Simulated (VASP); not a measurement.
Crystal: W5C.

```
CELL_PARAMETERS angstrom
-3.34000 3.34000 2.11000
3.34000 -3.34000 2.11000
3.34000 3.34000 -2.11000
ATOMIC_POSITIONS crystal
W 0.00000 0.00000 0.00000
W 0.20000 0.60000 0.80000
W 0.40000 0.20000 0.60000
W 0.80000 0.40000 0.20000
W 0.60000 0.80000 0.40000
C 0.50000 0.50000 0.00000
```

| Item | Value |
| --- | --- |
| Program | VASP 6.6.1 |
| Task | relaxation of cell and atoms |
| Functional | PBE |
| Potentials or basis | VASP PAW PBE potentials, release 64 (W_sv, C) |
| Cutoff | 600 eV |
| k mesh | 5 × 5 × 5 |
| Occupations | gaussian, width 0.2 eV |
| Spin | no spin polarisation |

At the start: pressure -16.8 GPa; volume 15.69 Å³/atom.

Where does the relaxation end?

Over 11 steps the energy falls by 104.0 meV/atom and the volume is 14.55 Å³/atom (-7.3 %); space group I4/m (No. 87, to 0.05 Å).

Step by step:
| step | energy change (eV) | largest force (eV/Å) | pressure (GPa) | volume (Å³) |
| --- | --- | --- | --- | --- |
| 1 | 0.0000 | 0.8870 | -16.75 | 94.15 |
| 2 | 2.5142 | 2.3483 | 80.06 | 73.50 |
| 3 | -0.3770 | 1.2982 | 0.53 | 88.14 |
| 4 | -0.3792 | 1.3221 | 1.82 | 87.77 |
| 5 | -0.5900 | 0.3611 | 1.65 | 86.97 |
| 6 | -0.5969 | 0.3910 | 1.84 | 86.79 |
| 7 | -0.6025 | 0.1452 | -4.37 | 88.59 |
| 8 | -0.6134 | 0.2501 | -1.67 | 87.77 |
| 9 | -0.6177 | 0.1736 | 1.41 | 86.98 |
| 10 | -0.6214 | 0.1053 | 0.13 | 87.30 |
| 11 | -0.6238 | 0.0350 | 0.06 | 87.30 |

Final structure:
```xyz
6
Lattice="-3.2053 3.2053 2.1245 3.2053 -3.2053 2.1245 3.2053 3.2053 -2.1245" Properties=species:S:1:pos:R:3 pbc="T T T"
W     6.4105    0.0000    0.0000
W     3.9179    1.2306    0.0000
W     1.2306    2.4927    0.0000
W    -0.7126    1.9746    2.1245
W     1.9746    0.7126    2.1245
C     3.2053    3.2053    0.0000
```

Caveat: the relaxation stopped at a loose force limit of 0.08 eV/Å, so its end isn't a converged minimum.
